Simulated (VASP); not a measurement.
# Si2W (P6_222) in VASP: a series of runs

Si2W is run at these levels: PBEsol; tasks: single point.

All numbers are computed with VASP 6.6.1; they aren't measurements. Logs are shortened: lines on timing, memory, paths and dates and some standing lists are left out, and cuts for length are marked.

## Step 1: The cell of the first run

It takes space group P6_222 (No. 180, hexagonal). The conventional cell has a = 4.690 Å, b = 4.690 Å, c = 6.768 Å, α = 90.00°, β = 90.00°, γ = 120.00°. Within 3.5 Å of Si (site symmetry 2) lie 9 Si at 2.62 to 3.28 Å and 5 W at 2.64 to 2.73 Å. Within 3.5 Å of W (site symmetry 222) lie 10 Si at 2.64 to 2.73 Å and 4 W at 3.25 Å.

## Step 2: Single point, PBEsol (strain +0.025 along x and y, +0.025 along z)

Contents of INCAR:

```
SYSTEM = Si2W
PREC = Accurate ; ENCUT = 520
EDIFF = 1E-6 ; ISMEAR = 0
SIGMA = 0.15 ; LREAL = .FALSE.
LASPH = .TRUE. ; NELM = 100
ALGO = Normal ; ISIF = 2
LWAVE = .FALSE. ; LCHARG = .FALSE.
GGA = PS ; NBANDS = 43
```

Contents of KPOINTS:

```
regular mesh
0
G
  12 12 6
  0 0 0
```

Contents of POSCAR:

```
Si2W
1.0
    4.6904887667      0.0000000000      0.0000000000
   -2.3452443834      4.0620824282      0.0000000000
    0.0000000000      0.0000000000      6.7683901565
Si W
6 3
Direct
    0.8361793875      0.6723587749      0.5000000000
    0.1638206125      0.8361793875      0.8333333333
    0.6723587749      0.8361793875      0.1666666667
    0.1638206125      0.3276412251      0.5000000000
    0.8361793875      0.1638206125      0.8333333333
    0.3276412251      0.1638206125      0.1666666667
    0.0000000000      0.5000000000      0.1666666667
    0.5000000000      0.5000000000      0.8333333333
    0.5000000000      0.0000000000      0.5000000000
```

Potentials or basis: VASP PAW PBE potentials, release 64 (Si, W_sv).

Started as:

```console
> cat potpaw_PBE.64/Si/POTCAR potpaw_PBE.64/W_sv/POTCAR > POTCAR
> mpirun -np 1 vasp_std > vasp.out
```

OUTCAR:

```text
SYSTEM = Si2W
   PREC = Accurate
   ENCUT = 520
   EDIFF = 1E-6
   ISMEAR = 0
   LREAL = .FALSE.
   LASPH = .TRUE.
   NELM = 100
   ISIF = 2
   GGA = PS

 ion  position               nearest neighbor table
   1  0.836  0.672  0.500-   2 2.62   3 2.62   7 2.64   8 2.64   4 2.66   9 2.70   9 2.70   9 2.73
                             4 2.73   4 2.73
   2  0.164  0.836  0.833-   1 2.62   6 2.62   9 2.64   7 2.64   5 2.66   8 2.70   8 2.70   8 2.73
                             5 2.73   5 2.73
   3  0.672  0.836  0.167-   1 2.62   5 2.62   9 2.64   8 2.64   6 2.66   7 2.70   7 2.70   7 2.73
                             6 2.73   6 2.73
   4  0.164  0.328  0.500-   5 2.62   6 2.62   7 2.64   8 2.64   1 2.66   9 2.70   9 2.70   9 2.73
                             1 2.73   1 2.73
   5  0.836  0.164  0.833-   4 2.62   3 2.62   9 2.64   7 2.64   2 2.66   8 2.70   8 2.70   8 2.73
                             2 2.73   2 2.73
   6  0.328  0.164  0.167-   4 2.62   2 2.62   9 2.64   8 2.64   3 2.66   7 2.70   7 2.70   7 2.73
                             3 2.73   3 2.73
   7  0.000  0.500  0.167-   1 2.64   4 2.64   2 2.64   5 2.64   6 2.70   3 2.70   6 2.70   3 2.70
                             3 2.73   6 2.73   9 3.25   9 3.25   8 3.25   8 3.25
   8  0.500  0.500  0.833-   1 2.64   4 2.64   3 2.64   6 2.64   2 2.70   5 2.70   2 2.70   5 2.70
                             5 2.73   2 2.73   9 3.25   9 3.25   7 3.25   7 3.25
   9  0.500  0.000  0.500-   3 2.64   6 2.64   5 2.64   2 2.64   4 2.70   1 2.70   4 2.70   1 2.70
                             4 2.73   1 2.73   7 3.25   7 3.25   8 3.25   8 3.25

  LATTYP: Found a hexagonal cell.
 ALAT       =     4.6904887667
 C/A-ratio  =     1.4430031694

  Lattice vectors:

 A1 = (   4.6904887667,   0.0000000000,   0.0000000000)
 A2 = (  -2.3452443834,   4.0620824282,   0.0000000000)
 A3 = (   0.0000000000,   0.0000000000,   6.7683901565)

Analysis of symmetry for initial positions (statically):
=====================================================================
 Subroutine PRICEL returns:
 Original cell was already a primitive cell.

 Routine SETGRP: Setting up the symmetry group for a
 hexagonal supercell.

 Subroutine GETGRP returns: Found 12 space group operations
 (whereof  4 operations were pure point group operations)
 out of a pool of 24 trial point group operations.

The static configuration has the point symmetry D_2 .
 The point group associated with its full space group is D_6 .

Analysis of symmetry for dynamics (positions and initial velocities):
=====================================================================
 Subroutine PRICEL returns:
 Original cell was already a primitive cell.

 Routine SETGRP: Setting up the symmetry group for a
 hexagonal supercell.

 Subroutine GETGRP returns: Found 12 space group operations
 (whereof  4 operations were pure point group operations)
 out of a pool of 24 trial point group operations.

The dynamic configuration has the point symmetry D_2 .
 The point group associated with its full space group is D_6 .

 Subroutine INISYM returns: Found 12 space group operations
 (whereof  4 operations are pure point group operations),
 and found     1 'primitive' translations

----------------------------------------------------------------------------------------

                                     Primitive cell

  volume of cell :     128.9592

  direct lattice vectors                    reciprocal lattice vectors
     4.690488767  0.000000000  0.000000000     0.213197398  0.123089575  0.000000000
    -2.345244383  4.062082428  0.000000000     0.000000000  0.246179150  0.000000000
     0.000000000  0.000000000  6.768390156     0.000000000  0.000000000  0.147745620

  length of vectors
     4.690488767  4.690488767  6.768390156     0.246179150  0.246179150  0.147745620

  position of ions in fractional coordinates (direct lattice)
     0.836179388  0.672358775  0.500000000
     0.163820612  0.836179388  0.833333333
     0.672358775  0.836179388  0.166666667
     0.163820612  0.327641225  0.500000000
     0.836179388  0.163820612  0.833333333
     0.327641225  0.163820612  0.166666667
     0.000000000  0.500000000  0.166666667
     0.500000000  0.500000000  0.833333333
     0.500000000  0.000000000  0.500000000

  ion indices of the primitive-cell ions
   primitive index   ion index
                 1           1
                 2           2
                 3           3
                 4           4
                 5           5
                 6           6
                 7           7
                 8           8
                 9           9

----------------------------------------------------------------------------------------

 KPOINTS: regular mesh

Automatic generation of k-mesh.
 Grid dimensions read from file:
 generate k-points for:   12   12    6

 Generating k-lattice:

  Cartesian coordinates                     Fractional coordinates (reciprocal lattice)
     0.017766450  0.010257465  0.000000000     0.083333333  0.000000000  0.000000000
     0.000000000  0.020514929  0.000000000     0.000000000  0.083333333  0.000000000
     0.000000000  0.000000000  0.024624270     0.000000000  0.000000000  0.166666667

  Length of vectors
     0.020514929  0.020514929  0.024624270

  Shift w.r.t. Gamma in fractional coordinates (k-lattice)
     0.000000000  0.000000000  0.000000000

 Subroutine IBZKPT returns following result:
 ===========================================

 Found     76 irreducible k-points:

 Following reciprocal coordinates:
            Coordinates               Weight
  0.000000  0.000000  0.000000      1.000000
  0.083333 -0.000000  0.000000      6.000000
  0.166667 -0.000000  0.000000      6.000000
  0.250000 -0.000000  0.000000      6.000000
  0.333333 -0.000000  0.000000      6.000000
  0.416667 -0.000000  0.000000      6.000000
[... 16 lines left out ...]
  0.250000 -0.000000  0.166667     12.000000
  0.333333 -0.000000  0.166667     12.000000
 [... further k-points ...]
   k-points           NKPTS =     76   k-points in BZ     NKDIM =     76   number of bands    NBANDS=     43
   number of dos      NEDOS =    301   number of ions     NIONS =      9
   total plane-waves  NPLWV =  64800
   dimension x,y,z NGX =    36 NGY =   36 NGZ =   50
   dimension x,y,z NGXF=    72 NGYF=   72 NGZF=  100
   ions per type =               6   3
   NGX,Y,Z   is equivalent  to a cutoff of  12.76, 12.76, 12.28 a.u.
   NGXF,Y,Z  is equivalent  to a cutoff of  25.52, 25.52, 24.56 a.u.
 SYSTEM =  Si2W
   PREC   = accura    normal or accurate (medium, high low for compatibility)
   ISTART =      0    job   : 0-new  1-cont  2-samecut
   ICHARG =      2    charge: 1-file 2-atom 10-const
   ISPIN  =      1    spin polarized calculation?
   LNONCOLLINEAR =      F non collinear calculations
   LSORBIT =      F    spin-orbit coupling
   LASPH  =      T    aspherical Exc in radial PAW
   ENCUT  =  520.0 eV  38.22 Ry    6.18 a.u.   8.72  8.72 12.58*2*pi/ulx,y,z
   NELM   =    100;   NELMIN=  2; NELMDL= -5     # of ELM steps
   EDIFF  = 0.1E-05   stopping-criterion for ELM
   LREAL  =      F    real-space projection
   EDIFFG = 0.1E-04   stopping-criterion for IOM
   NSW    =      0    number of steps for IOM
   IBRION =     -1    ionic relax: 0-MD 1-quasi-New 2-CG
   NFREE  =      0    steps in history (QN), initial steepest desc. (CG)
   ISIF   =      2    stress and relaxation
   ISYM   =      2    0-nonsym 1-usesym 2-fastsym
   POTIM  = 0.5000    time-step for ionic-motion
   TEBEG  =    0.0;   TEEND  =   0.0 temperature during run
   PSTRESS=    0.0 pullay stress
   NELECT =      66.0000    total number of electrons
   NUPDOWN=      -1.0000    fix difference up-down
   EMIN   =  10.00;   EMAX   =-10.00  energy-range for DOS
   EFERMI =   0.00;   METHOD = LEGACY
   ISMEAR =     0;   SIGMA  =   0.15  broadening in eV -4-tet -1-fermi 0-gaus
   EFERMI_NEDOS =   21; number of points for ismear=-14 and -15
   IALGO  =     38    algorithm
   IMIX   =      4    mixing-type and parameters
     AMIX     =   0.40;   BMIX     =  1.00
     AMIX_MAG =   1.60;   BMIX_MAG =  1.00
  volume/ion in A,a.u.               =      14.33        96.70
  Fermi-wavevector in a.u.,A,eV,Ry     =   1.309500  2.474596 23.331127  1.714789
  Thomas-Fermi vector in A             =   2.440094
   LORBIT       =      0    0 simple, 1 ext, 2 COOP (PROOUT), +10 PAW based schemes
   GGA     = PS    functional components
   LHFCALC =     F    Hartree Fock is set to
   AEXX    =    0.0000 exact exchange contribution
   IVDW    =     0    specifies the selected vdW correction
   LEPSILON=     F    determine dielectric tensor
   LRPA    =     F    only Hartree local field effects (RPA)
 non-spin polarized calculation
 Gauss-broadening in eV      SIGMA  =   0.15
  energy-cutoff  :      520.00
  volume of cell :      128.96
 maximum number of plane-waves:      3499
 NGX is ok and might be reduce to    36
   NGX = 17   NGY = 17   NGZ = 25

 number of electron      65.9999999 magnetization

 Free energy of the ion-electron system (eV)
  ---------------------------------------------------
  ext. energy  EPLUGINS =         0.00000000
  ---------------------------------------------------
  free energy    TOTEN  =       -78.87969096 eV

  energy without entropy =      -78.87441310  energy(sigma->0) =      -78.87705203

 E-fermi :  11.5198     XC(G=0): -12.3168

 val. band max:       11.4398472468   @ k =   0.4167   0.0833   0.5000
 cond. band min:      11.5497093407   @ k =   0.5000  -0.0000   0.5000
 fundamental gap:      0.1098620939
 Fermi energy:        11.5197561997

 k-point     1 :       0.0000    0.0000    0.0000
  band No.  band energies     occupation
      1     -62.8289      2.00000
      2     -62.8197      2.00000
      3     -62.8197      2.00000
      4     -27.1410      2.00000
      5     -27.1400      2.00000
      6     -27.1400      2.00000
[... 35 lines left out ...]
     42      14.1704      0.00000
     43      14.6891      0.00000
[... 1017 lines left out ...]
      3     -62.8193      2.00000
      4     -27.1708      2.00000
      5     -27.1579      2.00000
      6     -27.1272      2.00000
[... 35 lines left out ...]
     42      14.7251      0.00000
     43      14.8050      0.00000

 [... further k-points ...]

------------------------ aborting loop because EDIFF is reached ----------------------------------------

  FORCE on cell =-STRESS in cart. coord.  units (eV):
  Direction    XX          YY          ZZ          XY          YZ          ZX
  --------------------------------------------------------------------------------------
  -------------------------------------------------------------------------------------
  Total      -11.4103183    -11.4103183    -12.3175471      0.0000000      0.0000000      0.0000000
  in kB     -141.7607900   -141.7607900   -153.0321211      0.0000000      0.0000000      0.0000000
  external PRESSURE =    -145.5179004 kB  Pullay stress =       0.0000000 kB

 VOLUME and BASIS-vectors are now :
 -----------------------------------------------------------------------------
  energy-cutoff  :      520.00
  volume of cell :      128.96
      direct lattice vectors                 reciprocal lattice vectors
     4.690488767  0.000000000  0.000000000     0.213197398  0.123089575  0.000000000
    -2.345244383  4.062082428  0.000000000     0.000000000  0.246179150  0.000000000
     0.000000000  0.000000000  6.768390156     0.000000000  0.000000000  0.147745620

 POSITION                                       TOTAL-FORCE (eV/Angst)
 -----------------------------------------------------------------------------------
      2.34524      2.73118      3.38420         0.000000     -0.038052     -0.000000
     -1.19265      3.39663      5.64033         0.032954     -0.019026     -0.000000
      1.19265      3.39663      1.12807        -0.032954     -0.019026     -0.000000
     -0.00000      1.33091      3.38420        -0.000000      0.038052     -0.000000
      3.53789      0.66545      5.64033        -0.032954      0.019026      0.000000
      1.15260      0.66545      1.12807         0.032954      0.019026     -0.000000
     -1.17262      2.03104      1.12807         0.000000      0.000000      0.000000
      1.17262      2.03104      5.64033         0.000000     -0.000000     -0.000000
      2.34524      0.00000      3.38420         0.000000      0.000000     -0.000000
 -----------------------------------------------------------------------------------
    total drift:                               -0.000000      0.000000      0.000000

  FREE ENERGIE OF THE ION-ELECTRON SYSTEM (eV)
  ---------------------------------------------------
  free  energy   TOTEN  =       -78.8796909595 eV

  energy  without entropy=      -78.8744131001  energy(sigma->0) =      -78.87705203
```

Wall time 5.4 min (1 thread of AMD EPYC 7R13 (Zen 3), shared host); peak memory 0.42 GiB.

Results:

| Item | Value |
| --- | --- |
| Free energy | -78.8797 eV |
| Pressure | -14.6 GPa |
| Largest force | 0.038 eV/Å |
| Band gap on the k mesh | 0.02 eV (least direct gap 0.58 eV) |

Forces in eV/Å, atoms in the order of the input:
```
Si   0.000 -0.038  0.000
Si   0.033 -0.019  0.000
Si  -0.033 -0.019  0.000
Si   0.000  0.038  0.000
Si  -0.033  0.019  0.000
Si   0.033  0.019  0.000
W    0.000  0.000  0.000
W    0.000  0.000  0.000
W    0.000  0.000  0.000
```

Levels at points of the mesh, in eV from the valence-band top:
```csv
k point,band 30,band 31,band 32,band 33,band 34,band 35,band 36,band 37
"(0.00, 0.00, 0.00)",-3.22,-2.91,-2.50,-0.87,2.00,2.11,2.14,2.14
"(0.50, 0.00, 0.00)",-2.14,-1.54,-1.11,-0.59,0.02,0.74,0.85,0.88
"(0.00, 0.00, 0.50)",-2.63,-2.52,-0.70,-0.70,1.57,1.78,1.78,2.02
"(0.50, 0.00, 0.50)",-2.85,-1.96,-1.19,0.00,0.58,0.93,1.11,1.32
```

Caveat: the cell differs from its parent crystal (strain +0.025 along x and y, +0.025 along z); the cell stands under tension; the PAW data sets were made with another functional, which shifts forces and pressure a little; spin-orbit coupling is left out, which moves the levels of the heavy elements. A k mesh can miss the band edges.

## Step 3: Single point, PBEsol (strain +0.050 along x and y, +0.000 along z)

Contents of INCAR:

```
SYSTEM = Si2W
PREC = Accurate
ENCUT = 520
EDIFF = 1E-6
ISMEAR = 0
SIGMA = 0.15
LREAL = .FALSE.
LASPH = .TRUE.
NELM = 60
ALGO = Normal
ISIF = 2
LWAVE = .FALSE.
LCHARG = .FALSE.
GGA = PS
NBANDS = 43
```

Contents of KPOINTS:

```
Automatic mesh
0
G
  12 12 6
  0 0 0
```

POSCAR: that of step 2 with these lines changed.

```diff
@@ -2,5 +2,5 @@
 1.0
-    4.6904887667      0.0000000000      0.0000000000
-   -2.3452443834      4.0620824282      0.0000000000
-    0.0000000000      0.0000000000      6.7683901565
+    4.8048909318      0.0000000000      0.0000000000
+   -2.4024454659      4.1611576093      0.0000000000
+    0.0000000000      0.0000000000      6.6033074698
 Si W
```

Potentials or basis: VASP PAW PBE potentials, release 64 (Si, W_sv).

Started as:

```console
> cat potpaw_PBE.64/Si/POTCAR potpaw_PBE.64/W_sv/POTCAR > POTCAR
> mpirun -np 1 vasp_std > vasp.out
```

Wall time 5.5 min (1 thread of AMD EPYC 7R13 (Zen 3), shared host); peak memory 0.43 GiB.

The run converged. Its results:

| Quantity | Value |
| --- | --- |
| Free energy | -78.4865 eV |
| Pressure | -17.1 GPa |
| Largest force | 0.007 eV/Å |
| Band gap on the k mesh | 0.01 eV (least direct gap 0.36 eV) |

Forces in eV/Å, atoms in the order of the input:
```
Si   0.000 -0.007  0.000
Si   0.006 -0.003  0.000
Si  -0.006 -0.003  0.000
Si   0.000  0.007  0.000
Si  -0.006  0.003  0.000
Si   0.006  0.003  0.000
W    0.000  0.000  0.000
W    0.000  0.000  0.000
W    0.000  0.000  0.000
```

Stress tensor (GPa, compression positive):
```
-19.69   0.00   0.00
  0.00 -19.69   0.00
  0.00   0.00 -12.06
```

Levels at points of the mesh, in eV from the valence-band top:
| k point | band 31 | band 32 | band 33 | band 34 | band 35 | band 36 |
| --- | --- | --- | --- | --- | --- | --- |
| (0.00, 0.00, 0.00) | -3.23 | -2.72 | -0.78 | 1.74 | 1.74 | 1.91 |
| (0.50, 0.00, 0.00) | -1.45 | -1.18 | -0.67 | 0.01 | 0.45 | 0.65 |
| (0.00, 0.00, 0.50) | -2.82 | -0.42 | -0.42 | 1.64 | 1.73 | 1.73 |
| (0.50, 0.00, 0.50) | -1.99 | -1.50 | 0.00 | 0.36 | 0.96 | 1.09 |

Caveat: the cell differs from its parent crystal (strain +0.050 along x and y, +0.000 along z); the stress differs along the axes, from -20 to -12 GPa; the PAW data sets were made with another functional, which shifts forces and pressure a little; spin-orbit coupling is left out, which moves the levels of the heavy elements.

## Step 4: Single point, PBEsol (strain +0.025 along x and y, +0.050 along z)

Contents of INCAR:

```
SYSTEM = Si2W
PREC     = Accurate       ! precision mode
ENCUT    = 520            ! plane-wave cutoff, eV
EDIFF    = 1E-6           ! SCF threshold, eV
ISMEAR   = 0              ! smearing method
SIGMA    = 0.15           ! smearing width, eV
LREAL    = .False.        ! projectors in reciprocal space
LASPH    = .True.         ! aspherical terms in the spheres
NELM     = 100            ! most SCF steps
ALGO     = Normal         ! electronic algorithm
ISIF     = 2              ! what is computed and relaxed
LWAVE    = .False.        ! write WAVECAR
LCHARG   = .True.         ! write CHGCAR
GGA      = PS             ! functional
LELF     = .True.         ! ELF
LVHAR    = .True.       
NBANDS   = 43             ! bands
```

Contents of KPOINTS:

```
regular mesh
0
Gamma
  12 12 6
  0 0 0
```

POSCAR: that of step 3 with these lines changed.

```diff
@@ -2,5 +2,5 @@
 1.0
-    4.8048909318      0.0000000000      0.0000000000
-   -2.4024454659      4.1611576093      0.0000000000
-    0.0000000000      0.0000000000      6.6033074698
+    4.6904887667      0.0000000000      0.0000000000
+   -2.3452443834      4.0620824282      0.0000000000
+    0.0000000000      0.0000000000      6.9334728433
 Si W
```

Started as:

```console
> cat potpaw_PBE.64/Si/POTCAR potpaw_PBE.64/W_sv/POTCAR > POTCAR
> mpirun -np 1 vasp_std > vasp.out
```

It took 6 min on 1 thread of AMD EPYC 7R13 (Zen 3), shared host; peak memory 0.42 GiB.

Results (log left out):

* Free energy: -78.5105 eV
* Pressure: -18.5 GPa
* Largest force: 0.067 eV/Å
* Band gap on the k mesh: 0.11 eV (least direct gap 0.57 eV)

Forces on the atoms (eV/Å):
```
Si   0.000 -0.067  0.000
Si   0.058 -0.034  0.000
Si  -0.058 -0.034  0.000
Si   0.000  0.067  0.000
Si  -0.058  0.034  0.000
Si   0.058  0.034  0.000
W    0.000  0.000  0.000
W    0.000  0.000  0.000
W    0.000  0.000  0.000
```

Stress tensor (GPa, compression positive):
```
-16.66   0.00   0.00
  0.00 -16.66   0.00
  0.00   0.00 -22.05
```

Levels at points of the mesh, in eV from the valence-band top:
| k point | band 30 | band 31 | band 32 | band 33 | band 34 | band 35 | band 36 | band 37 |
| --- | --- | --- | --- | --- | --- | --- | --- | --- |
| (0.00, 0.00, 0.00) | -2.93 | -2.59 | -2.24 | -0.78 | 1.85 | 2.15 | 2.25 | 2.25 |
| (0.50, 0.00, 0.00) | -2.01 | -1.44 | -1.04 | -0.46 | 0.11 | 0.81 | 0.91 | 1.08 |
| (0.00, 0.00, 0.50) | -2.34 | -2.24 | -0.75 | -0.75 | 1.50 | 1.73 | 1.73 | 2.00 |
| (0.50, 0.00, 0.50) | -2.75 | -1.80 | -0.94 | 0.00 | 0.71 | 0.84 | 0.93 | 1.45 |

Caveat: the cell differs from its parent crystal (strain +0.025 along x and y, +0.050 along z); the stress differs along the axes, from -22 to -17 GPa; the PAW data sets were made with another functional, which shifts forces and pressure a little; spin-orbit coupling is left out, which moves the levels of the heavy elements. A k mesh can miss the band edges.

(Part 1 of 2 ends here.)

The gap in the log of VASP goes by the Fermi energy; the results here count the filled bands.